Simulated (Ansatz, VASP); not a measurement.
# Two plane-wave programs on Co

The input INCAR:

```
SYSTEM = Co
PREC = Accurate
ENCUT = 520
EDIFF = 1E-6
ISMEAR = -1
SIGMA = 0.05
LREAL = .FALSE.
LASPH = .TRUE.
NELM = 150
ALGO = Normal
ISIF = 2
LWAVE = .FALSE.
LCHARG = .FALSE.
ISPIN = 2
MAGMOM = 3 3
LORBIT = 11
NUPDOWN = 6.0
LMAXMIX = 4
GGA = PS
NBANDS = 20
```

File KPOINTS:

```
Automatic mesh
0
G
  10 10 6
  0 0 0
```

POSCAR

```
Co
1.0
    2.4873648738      0.0000000000      0.0000000000
   -1.2436824369      2.1541211692      0.0000000000
    0.0000000000      0.0000000000      4.0632895034
Co
2
Direct
    0.3333333333      0.6666666667      0.7401390000
    0.6666666667      0.3333333333      0.2598610000
```

input.yaml

```yaml
crystal:
  lattice:
    - [2.4873648738, 0.0, 0.0]
    - [-1.2436824369, 2.1541211692, 0.0]
    - [0.0, 0.0, 4.0632895034]
  atoms:
    - { symbol: Co, position: [0.3333333333, 0.6666666667, 0.740139], spin: 3.0 }
    - { symbol: Co, position: [0.6666666667, 0.3333333333, 0.259861], spin: 3.0 }
hamiltonian:
  xc: pbesol
  pseudopotentials: { kind: paw }
magnetization:
  spin_polarized: true
  initial_magnetization: 6.0
  spin_locking: { lock_magnetization: hard }
kpoints:
  mp_grid: { grid: [10, 10, 6] }
scf:
  occupations: { method: fermi_dirac, width: 0.05 }
  lower_state_search: "off"
output:
  forces: true
  stress: true
  eigenvalues: true
  write_density: true
  write_potential: true
  elf: true
  volumetric_format: npy
```

Alike in both runs: task single point; functional PBEsol; k mesh 10 × 10 × 6; occupations fermi-dirac, width 0.05 eV; collinear spin; fixed moment 6 μB.

|  | VASP | Ansatz |
| --- | --- | --- |
| version | VASP 6.6.1 | Ansatz 0.2.0 |
| potentials or method | VASP PAW PBE potentials, release 64 (Co) | Ansatz PAW |
| plane-wave cutoff (eV) | 520 | 420 |
| valence electrons in the cell | 18 | 34 |

Ansatz gave:

```
rms of the force components (eV/Å)                            : 0.627
net moment per atom (μB)                                      : 3.00
size of the moment on the site where the two differ most (μB) : 2.76
```

Task: Which values does VASP return?

Result: rms of the force components (eV/Å): 0.598; net moment per atom (μB): 3.00; size of the moment on the site where the two differ most (μB): 2.86.

VASP's potentials were made for PBE, not for PBEsol. Site moments also hang on the region over which each program counts them. Atom by atom the forces differ by 0.030 eV/Å (rms over components). With one functional, cell and mesh, what is left measures potentials, basis and numerics. VASP's potentials hold 18 valence electrons a cell and Ansatz's 34, so a difference there can come from the potentials and not from the codes.
